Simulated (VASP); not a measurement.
# ZrC (P6_3/mmc) in VASP: notebook

The runs below take ZrC through single point, with PBEsol.

All numbers are computed with VASP 6.6.1; they aren't measurements. Logs are shortened: lines on timing, memory, paths and dates and some standing lists are left out, and cuts for length are marked.

### 1 The cell of the first run

It takes space group P6_3/mmc (No. 194, hexagonal). The conventional cell has a = 3.273 Å, b = 3.273 Å, c = 5.173 Å, α = 90.00°, β = 90.00°, γ = 120.00°. Within 3.0 Å of Zr (site symmetry -6m2) lie 6 C at 2.29 Å. Within 3.0 Å of C (site symmetry -3m) lie 6 Zr at 2.29 Å and 2 C at 2.59 Å.

### 2 Single point, PBEsol

Input file INCAR:

```
SYSTEM = ZrC
  PREC = Accurate
  ENCUT = 520
  EDIFF = 1E-6
  ISMEAR = 1
  SIGMA = 0.05
  LREAL = .False.
  LASPH = .True.
  NELM = 100
  ALGO = Normal
  ISIF = 2
  LWAVE = .False.
  LCHARG = .True.
  GGA = PS
  LELF = .True.
  LVHAR = .True.
  NBANDS = 24
```

Input file KPOINTS:

```
regular mesh
0
Gamma
  8 8 4
  0 0 0
```

Input file POSCAR:

```
ZrC
1.0
    3.2731679287      0.0000000000      0.0000000000
   -1.6365839643      2.8346465771      0.0000000000
    0.0000000000      0.0000000000      5.1730781175
Zr C
2 2
Direct
    0.3333333333      0.6666666667      0.2500000000
    0.6666666667      0.3333333333      0.7500000000
    0.0000000000      0.0000000000      0.0000000000
    0.0000000000      0.0000000000      0.5000000000
```

Potentials or basis: VASP PAW PBE potentials, release 64 (Zr_sv, C).

Started as:

```
cat potpaw_PBE.64/Zr_sv/POTCAR potpaw_PBE.64/C/POTCAR > POTCAR
mpirun -np 1 vasp_std > vasp.out
```

OUTCAR:

```text
SYSTEM = ZrC
   PREC = Accurate
   ENCUT = 520
   EDIFF = 1E-6
   ISMEAR = 1
   LREAL = .False.
   LASPH = .True.
   NELM = 100
   ISIF = 2
   GGA = PS

 ion  position               nearest neighbor table
   1  0.333  0.667  0.250-   3 2.29   4 2.29   3 2.29   4 2.29   3 2.29   4 2.29   2 3.20   2 3.20
                             2 3.20   2 3.20   2 3.20   2 3.20
   2  0.667  0.333  0.750-   3 2.29   4 2.29   3 2.29   4 2.29   3 2.29   4 2.29   1 3.20   1 3.20
                             1 3.20   1 3.20   1 3.20   1 3.20
   3  0.000  0.000  0.000-   1 2.29   2 2.29   1 2.29   2 2.29   2 2.29   1 2.29
   4  0.000  0.000  0.500-   1 2.29   2 2.29   1 2.29   2 2.29   2 2.29   1 2.29

  LATTYP: Found a hexagonal cell.
 ALAT       =     3.2731679287
 C/A-ratio  =     1.5804499586

  Lattice vectors:

 A1 = (   3.2731679287,   0.0000000000,   0.0000000000)
 A2 = (  -1.6365839643,   2.8346465771,   0.0000000000)
 A3 = (   0.0000000000,   0.0000000000,   5.1730781175)

Analysis of symmetry for initial positions (statically):
=====================================================================
 Subroutine PRICEL returns:
 Original cell was already a primitive cell.

 Routine SETGRP: Setting up the symmetry group for a
 hexagonal supercell.

 Subroutine GETGRP returns: Found 24 space group operations
 (whereof 12 operations were pure point group operations)
 out of a pool of 24 trial point group operations.

The static configuration has the point symmetry D_3d.
 The point group associated with its full space group is D_6h.

Analysis of symmetry for dynamics (positions and initial velocities):
=====================================================================
 Subroutine PRICEL returns:
 Original cell was already a primitive cell.

 Routine SETGRP: Setting up the symmetry group for a
 hexagonal supercell.

 Subroutine GETGRP returns: Found 24 space group operations
 (whereof 12 operations were pure point group operations)
 out of a pool of 24 trial point group operations.

The dynamic configuration has the point symmetry D_3d.
 The point group associated with its full space group is D_6h.

 Subroutine INISYM returns: Found 24 space group operations
 (whereof 12 operations are pure point group operations),
 and found     1 'primitive' translations

----------------------------------------------------------------------------------------

                                     Primitive cell

  volume of cell :      47.9972

  direct lattice vectors                    reciprocal lattice vectors
     3.273167929  0.000000000  0.000000000     0.305514420  0.176388832  0.000000000
    -1.636583964  2.834646577  0.000000000     0.000000000  0.352777665  0.000000000
     0.000000000  0.000000000  5.173078118     0.000000000  0.000000000  0.193308506

  length of vectors
     3.273167929  3.273167929  5.173078118     0.352777665  0.352777665  0.193308506

  position of ions in fractional coordinates (direct lattice)
     0.333333333  0.666666667  0.250000000
     0.666666667  0.333333333  0.750000000
     0.000000000  0.000000000  0.000000000
     0.000000000  0.000000000  0.500000000

  ion indices of the primitive-cell ions
   primitive index   ion index
                 1           1
                 2           2
                 3           3
                 4           4

----------------------------------------------------------------------------------------

 KPOINTS: regular mesh

Automatic generation of k-mesh.
 Grid dimensions read from file:
 generate k-points for:    8    8    4

 Generating k-lattice:

  Cartesian coordinates                     Fractional coordinates (reciprocal lattice)
     0.038189302  0.022048604  0.000000000     0.125000000  0.000000000  0.000000000
     0.000000000  0.044097208  0.000000000     0.000000000  0.125000000  0.000000000
     0.000000000  0.000000000  0.048327126     0.000000000  0.000000000  0.250000000

  Length of vectors
     0.044097208  0.044097208  0.048327126

  Shift w.r.t. Gamma in fractional coordinates (k-lattice)
     0.000000000  0.000000000  0.000000000

 Subroutine IBZKPT returns following result:
 ===========================================

 Found     30 irreducible k-points:

 Following reciprocal coordinates:
            Coordinates               Weight
  0.000000  0.000000  0.000000      1.000000
  0.125000  0.000000  0.000000      6.000000
  0.250000  0.000000  0.000000      6.000000
  0.375000  0.000000  0.000000      6.000000
  0.500000  0.000000  0.000000      3.000000
  0.125000  0.125000  0.000000      6.000000
[... 16 lines left out ...]
  0.250000  0.000000  0.500000      6.000000
  0.375000  0.000000  0.500000      6.000000
 [... further k-points ...]
   k-points           NKPTS =     30   k-points in BZ     NKDIM =     30   number of bands    NBANDS=     24
   number of dos      NEDOS =    301   number of ions     NIONS =      4
   total plane-waves  NPLWV =  23040
   dimension x,y,z NGX =    24 NGY =   24 NGZ =   40
   dimension x,y,z NGXF=    48 NGYF=   48 NGZF=   80
   ions per type =               2   2
   NGX,Y,Z   is equivalent  to a cutoff of  12.19, 12.19, 12.85 a.u.
   NGXF,Y,Z  is equivalent  to a cutoff of  24.38, 24.38, 25.71 a.u.
 SYSTEM =  ZrC
   PREC   = accura    normal or accurate (medium, high low for compatibility)
   ISTART =      0    job   : 0-new  1-cont  2-samecut
   ICHARG =      2    charge: 1-file 2-atom 10-const
   ISPIN  =      1    spin polarized calculation?
   LNONCOLLINEAR =      F non collinear calculations
   LSORBIT =      F    spin-orbit coupling
   LASPH  =      T    aspherical Exc in radial PAW
   ENCUT  =  520.0 eV  38.22 Ry    6.18 a.u.   6.09  6.09  9.62*2*pi/ulx,y,z
   NELM   =    100;   NELMIN=  2; NELMDL= -5     # of ELM steps
   EDIFF  = 0.1E-05   stopping-criterion for ELM
   LREAL  =      F    real-space projection
   EDIFFG = 0.1E-04   stopping-criterion for IOM
   NSW    =      0    number of steps for IOM
   IBRION =     -1    ionic relax: 0-MD 1-quasi-New 2-CG
   NFREE  =      0    steps in history (QN), initial steepest desc. (CG)
   ISIF   =      2    stress and relaxation
   ISYM   =      2    0-nonsym 1-usesym 2-fastsym
   POTIM  = 0.5000    time-step for ionic-motion
   TEBEG  =    0.0;   TEEND  =   0.0 temperature during run
   PSTRESS=    0.0 pullay stress
   NELECT =      32.0000    total number of electrons
   NUPDOWN=      -1.0000    fix difference up-down
   EMIN   =  10.00;   EMAX   =-10.00  energy-range for DOS
   EFERMI =   0.00;   METHOD = LEGACY
   ISMEAR =     1;   SIGMA  =   0.05  broadening in eV -4-tet -1-fermi 0-gaus
   EFERMI_NEDOS =   21; number of points for ismear=-14 and -15
   IALGO  =     38    algorithm
   IMIX   =      4    mixing-type and parameters
     AMIX     =   0.40;   BMIX     =  1.00
     AMIX_MAG =   1.60;   BMIX_MAG =  1.00
  volume/ion in A,a.u.               =      12.00        80.98
  Fermi-wavevector in a.u.,A,eV,Ry     =   1.430165  2.702620 27.828966  2.045371
  Thomas-Fermi vector in A             =   2.550040
   LORBIT       =      0    0 simple, 1 ext, 2 COOP (PROOUT), +10 PAW based schemes
   GGA     = PS    functional components
   LHFCALC =     F    Hartree Fock is set to
   AEXX    =    0.0000 exact exchange contribution
   IVDW    =     0    specifies the selected vdW correction
   LEPSILON=     F    determine dielectric tensor
   LRPA    =     F    only Hartree local field effects (RPA)
 non-spin polarized calculation
 Methfessel and Paxton  Order N= 1 SIGMA  =   0.05
  energy-cutoff  :      520.00
  volume of cell :       48.00
 maximum number of plane-waves:      1318
   NGX = 13   NGY = 13   NGZ = 19

 number of electron      31.9999999 magnetization

 Free energy of the ion-electron system (eV)
  ---------------------------------------------------
  ext. energy  EPLUGINS =         0.00000000
  ---------------------------------------------------
  free energy    TOTEN  =       -40.36572129 eV

  energy without entropy =      -40.36603381  energy(sigma->0) =      -40.36582547

 E-fermi :  10.7601     XC(G=0): -12.6687

 val. band max:       10.6977080209   @ k =   0.1250   0.1250   0.2500
 cond. band min:      10.7932591052   @ k =   0.2500   0.2500   0.2500
 fundamental gap:      0.0955510843
 Fermi energy:        10.7601285200

 k-point     1 :       0.0000    0.0000    0.0000
  band No.  band energies     occupation
      1     -37.1817      2.00000
      2     -37.0157      2.00000
      3     -16.0090      2.00000
      4     -15.0172      2.00000
      5     -15.0172      2.00000
      6     -14.8967      2.00000
[... 16 lines left out ...]
     23      15.6467      0.00000
     24      18.8898      0.00000

 k-point     2 :       0.1250    0.0000    0.0000
  band No.  band energies     occupation
      1     -37.1634      2.00000
      2     -37.0084      2.00000
      3     -15.9474      2.00000
      4     -15.1517      2.00000
      5     -15.0660      2.00000
      6     -15.0160      2.00000
[... 16 lines left out ...]
     23      16.4020      0.00000
     24      18.2934      0.00000

 k-point     3 :       0.2500    0.0000    0.0000
  band No.  band energies     occupation
      1     -37.1170      2.00000
      2     -36.9929      2.00000
      3     -15.7818      2.00000
      4     -15.4752      2.00000
      5     -15.2804      2.00000
      6     -15.1662      2.00000
[... 16 lines left out ...]
     23      17.1696      0.00000
     24      17.3486      0.00000
[... 514 lines left out ...]
 k-point    23 :       0.2500    0.0000    0.5000
  band No.  band energies     occupation
      1     -37.0554      2.00000
      2     -37.0554      2.00000
      3     -15.6107      2.00000
      4     -15.6107      2.00000
      5     -15.1033      2.00000
      6     -15.1033      2.00000
[... 16 lines left out ...]
     23      17.8224      0.00000
     24      17.8224      0.00000

 k-point    24 :       0.3750    0.0000    0.5000
  band No.  band energies     occupation
      1     -37.0239      2.00000
      2     -37.0239      2.00000
      3     -15.8298      2.00000
      4     -15.8298      2.00000
      5     -15.1101      2.00000
      6     -15.1101      2.00000
[... 16 lines left out ...]
     23      18.1132      0.00000
     24      18.1132      0.00000

 [... further k-points ...]

------------------------ aborting loop because EDIFF is reached ----------------------------------------

  FORCE on cell =-STRESS in cart. coord.  units (eV):
  Direction    XX          YY          ZZ          XY          YZ          ZX
  --------------------------------------------------------------------------------------
  -------------------------------------------------------------------------------------
  Total        4.6316763      4.6316763      4.6178319      0.0000000     -0.0000000      0.0000000
  in kB      154.6082051    154.6082051    154.1460718      0.0000000     -0.0000000      0.0000000
  external PRESSURE =     154.4541607 kB  Pullay stress =       0.0000000 kB

 VOLUME and BASIS-vectors are now :
 -----------------------------------------------------------------------------
  energy-cutoff  :      520.00
  volume of cell :       48.00
      direct lattice vectors                 reciprocal lattice vectors
     3.273167929  0.000000000  0.000000000     0.305514420  0.176388832  0.000000000
    -1.636583964  2.834646577  0.000000000     0.000000000  0.352777665  0.000000000
     0.000000000  0.000000000  5.173078118     0.000000000  0.000000000  0.193308506

 POSITION                                       TOTAL-FORCE (eV/Angst)
 -----------------------------------------------------------------------------------
     -0.00000      1.88976      1.29327         0.000000     -0.000000      0.000000
      1.63658      0.94488      3.87981        -0.000000      0.000000      0.000000
      0.00000      0.00000      0.00000         0.000000      0.000000      0.000000
      0.00000      0.00000      2.58654         0.000000      0.000000      0.000000
 -----------------------------------------------------------------------------------
    total drift:                                0.000000     -0.000000      0.000000

  FREE ENERGIE OF THE ION-ELECTRON SYSTEM (eV)
  ---------------------------------------------------
  free  energy   TOTEN  =       -40.3657212920 eV

  energy  without entropy=      -40.3660338146  energy(sigma->0) =      -40.36582547
```

Wall time 44 s (1 thread of Intel Xeon 8259CL, shared host); peak memory 0.17 GiB.

What came out:

```yaml
Free_energy: -40.3657 eV
Pressure: 15.4 GPa
Band_gap_on_the_k_mesh: zero (band 16 reaches 11.59 eV, above the bottom of band 17 at 10.70 eV)
```

Caveat: the PAW data sets were made with another functional, which shifts forces and pressure a little.

### 3 Single point, PBEsol

This run uses another cell than the first one, of 12.71 Å³/atom, 1.059 times its volume.

Input file INCAR:

```
SYSTEM = ZrC
  PREC = Accurate
  ENCUT = 520
  EDIFF = 1E-7
  ISMEAR = 1
  SIGMA = 0.05
  LREAL = .False.
  LASPH = .True.
  NELM = 60
  ALGO = Normal
  ISIF = 2
  LWAVE = .False.
  LCHARG = .False.
  GGA = PS
  NBANDS = 24
```

Input file KPOINTS:

```
Automatic mesh
0
Gamma
  8 8 4
  0 0 0
```

Input file POSCAR:

```
ZrC
1.0
    3.3362700405      0.0000000000      0.0000000000
   -1.6681350203      2.8892946090      0.0000000000
    0.0000000000      0.0000000000      5.2728570618
Zr C
2 2
Direct
    0.3333333333      0.6666666667      0.2500000000
    0.6666666667      0.3333333333      0.7500000000
    0.0000000000      0.0000000000      0.0000000000
    0.0000000000      0.0000000000      0.5000000000
```

Potentials or basis: VASP PAW PBE potentials, release 64 (Zr_sv, C).

Started as:

```
cat potpaw_PBE.64/Zr_sv/POTCAR potpaw_PBE.64/C/POTCAR > POTCAR
mpirun -np 1 vasp_std > vasp.out
```

OUTCAR:

```text
SYSTEM = ZrC
   PREC = Accurate
   ENCUT = 520
   EDIFF = 1E-7
   ISMEAR = 1
   LREAL = .False.
   LASPH = .True.
   NELM = 60
   ISIF = 2
   GGA = PS

 ion  position               nearest neighbor table
   1  0.333  0.667  0.250-   3 2.33   4 2.33   3 2.33   4 2.33   3 2.33   4 2.33   2 3.27   2 3.27
                             2 3.27   2 3.27   2 3.27   2 3.27
   2  0.667  0.333  0.750-   3 2.33   4 2.33   3 2.33   4 2.33   3 2.33   4 2.33   1 3.27   1 3.27
                             1 3.27   1 3.27   1 3.27   1 3.27
   3  0.000  0.000  0.000-   1 2.33   2 2.33   2 2.33   1 2.33   2 2.33   1 2.33
   4  0.000  0.000  0.500-   1 2.33   2 2.33   2 2.33   1 2.33   2 2.33   1 2.33

  LATTYP: Found a hexagonal cell.
 ALAT       =     3.3362700405
 C/A-ratio  =     1.5804647099

  Lattice vectors:

 A1 = (   3.3362700405,   0.0000000000,   0.0000000000)
 A2 = (  -1.6681350203,   2.8892946090,   0.0000000000)
 A3 = (   0.0000000000,   0.0000000000,   5.2728570618)

Analysis of symmetry for initial positions (statically):
=====================================================================
 Subroutine PRICEL returns:
 Original cell was already a primitive cell.

[... 172 lines left out ...]
  free energy    TOTEN  =       -40.50069964 eV

  energy without entropy =      -40.50085222  energy(sigma->0) =      -40.50075050

 E-fermi :  10.1057     XC(G=0): -12.3827

 val. band max:       10.0650383752   @ k =   0.1250   0.1250   0.2500
 cond. band min:      10.1319442884   @ k =   0.2500   0.2500   0.2500
 fundamental gap:      0.0669059131
 Fermi energy:        10.1057257705

 k-point     1 :       0.0000    0.0000    0.0000
  band No.  band energies     occupation
      1     -38.0665      2.00000
      2     -37.9378      2.00000
      3     -16.7348      2.00000
      4     -15.9286      2.00000
      5     -15.9286      2.00000
      6     -15.8262      2.00000
[... 637 lines left out ...]
     23      16.8831      0.00000
     24      16.8831      0.00000

 [... further k-points ...]
[... 5 lines left out ...]
  --------------------------------------------------------------------------------------
  -------------------------------------------------------------------------------------
  Total        0.1121913      0.1121913      0.1088172     -0.0000000      0.0000000      0.0000000
  in kB        3.5364752      3.5364752      3.4301180     -0.0000000      0.0000000      0.0000000
  external PRESSURE =       3.5010228 kB  Pullay stress =       0.0000000 kB

 VOLUME and BASIS-vectors are now :
 -----------------------------------------------------------------------------
  energy-cutoff  :      520.00
  volume of cell :       50.83
      direct lattice vectors                 reciprocal lattice vectors
     3.336270041  0.000000000  0.000000000     0.299735929  0.173052619  0.000000000
    -1.668135020  2.889294609  0.000000000     0.000000000  0.346105239  0.000000000
     0.000000000  0.000000000  5.272857062     0.000000000  0.000000000  0.189650504

 POSITION                                       TOTAL-FORCE (eV/Angst)
 -----------------------------------------------------------------------------------
     -0.00000      1.92620      1.31821         0.000000      0.000000      0.000000
      1.66814      0.96310      3.95464        -0.000000      0.000000      0.000000
      0.00000      0.00000      0.00000         0.000000      0.000000      0.000000
      0.00000      0.00000      2.63643         0.000000      0.000000      0.000000
 -----------------------------------------------------------------------------------
    total drift:                               -0.000000      0.000000     -0.000000

  FREE ENERGIE OF THE ION-ELECTRON SYSTEM (eV)
  ---------------------------------------------------
  free  energy   TOTEN  =       -40.5006996404 eV

  energy  without entropy=      -40.5008522193  energy(sigma->0) =      -40.50075050
```

OSZICAR:

```text
N       E                     dE             d eps       ncg     rms          rms(c)
DAV:   1     0.252300371993E+03    0.25230E+03   -0.17022E+04  1440   0.135E+03
DAV:   2    -0.257831060927E+02   -0.27808E+03   -0.26341E+03  1736   0.378E+02
DAV:   3    -0.460869725716E+02   -0.20304E+02   -0.20060E+02  2664   0.812E+01
DAV:   4    -0.466730829446E+02   -0.58611E+00   -0.58582E+00  1720   0.134E+01
DAV:   5    -0.466913470402E+02   -0.18264E-01   -0.18262E-01  2256   0.174E+00    0.311E+01
DAV:   6    -0.409025772719E+02    0.57888E+01   -0.30578E+01  1704   0.281E+01    0.126E+01
DAV:   7    -0.405376714501E+02    0.36491E+00   -0.26110E+00  1992   0.809E+00    0.889E+00
DAV:   8    -0.405433027447E+02   -0.56313E-02   -0.54173E-01  1688   0.388E+00    0.195E+00
DAV:   9    -0.405011024635E+02    0.42200E-01   -0.20819E-01  1936   0.180E+00    0.640E-01
DAV:  10    -0.405016939003E+02   -0.59144E-03   -0.10727E-02  1824   0.676E-01    0.365E-01
DAV:  11    -0.405007102881E+02    0.98361E-03   -0.31260E-03  1952   0.281E-01    0.703E-02
DAV:  12    -0.405007011849E+02    0.91032E-05   -0.13319E-04  1784   0.643E-02    0.126E-02
DAV:  13    -0.405007007022E+02    0.48269E-06   -0.11859E-05  1864   0.203E-02    0.594E-03
DAV:  14    -0.405006997158E+02    0.98640E-06   -0.17155E-06  1672   0.851E-03    0.303E-03
DAV:  15    -0.405006996404E+02    0.75357E-07   -0.19392E-07  1392   0.277E-03
   1 F= -.40500700E+02 E0= -.40500751E+02  d E =0.152579E-03
```

Wall time 75 s (1 thread of Intel Xeon 8259CL, shared host); peak memory 0.18 GiB.

What came out:

- Free energy: -40.5007 eV
- Pressure: 0.4 GPa
- Band gap on the k mesh: zero (band 16 reaches 10.90 eV, above the bottom of band 17 at 10.06 eV)

Caveat: the PAW data sets were made with another functional, which shifts forces and pressure a little.
